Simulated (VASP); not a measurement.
Write the native input for VASP 6.6.1 that does the following.

* Task: single point
* Functional: PBE
* Potentials or basis: VASP PAW PBE potentials, release 64 (Pt)
* Cutoff: 500 eV
* k mesh: 8 × 8 × 8
* Occupations: gaussian, width 0.1 eV
* Spin: no spin polarisation
* Dipole correction: no
* Further INCAR settings: ALGO = Normal; EDIFF = 1e-06; NBANDS = 11

The structure of Pt lies in POSCAR:

```
Pt
1.0
    0.0000000000     -1.9579000000     -1.9579000000
    1.9579000000      0.0000000000     -1.9579000000
    1.9579000000     -1.9579000000      0.0000000000
Pt
1
Direct
    0.0000000000      0.0000000000      0.0000000000
```

These files were run (other wordings do the same):

INCAR

```
ALGO = Normal
EDIFF = 1E-6
ENCUT = 500
GGA = PE
GGA_COMPAT = False
ISIF = 2
ISMEAR = 0
LASPH = True
LCHARG = False
LREAL = False
LWAVE = False
NBANDS = 11
NELM = 120
PREC = Accurate
SIGMA = 0.1
```

KPOINTS

```
k-points
0
Gamma
  8 8 8
```

Potentials or basis: VASP PAW PBE potentials, release 64 (Pt).

Launch:

```sh
$ cat potpaw_PBE.64/Pt/POTCAR > POTCAR
$ mpirun -np 1 vasp_std > vasp.out
```

It gave:

| Property | Result |
| --- | --- |
| Pressure | 10.3 GPa |
| Band gap on the k mesh | zero (band 5 reaches 11.82 eV, above the bottom of band 6 at 9.57 eV) |

Caveat: spin-orbit coupling is left out, which moves the levels of the heavy elements.

Run time: 8.6 s on 1 thread of Intel Xeon 8259CL (shared host), peak memory 0.13 GiB.
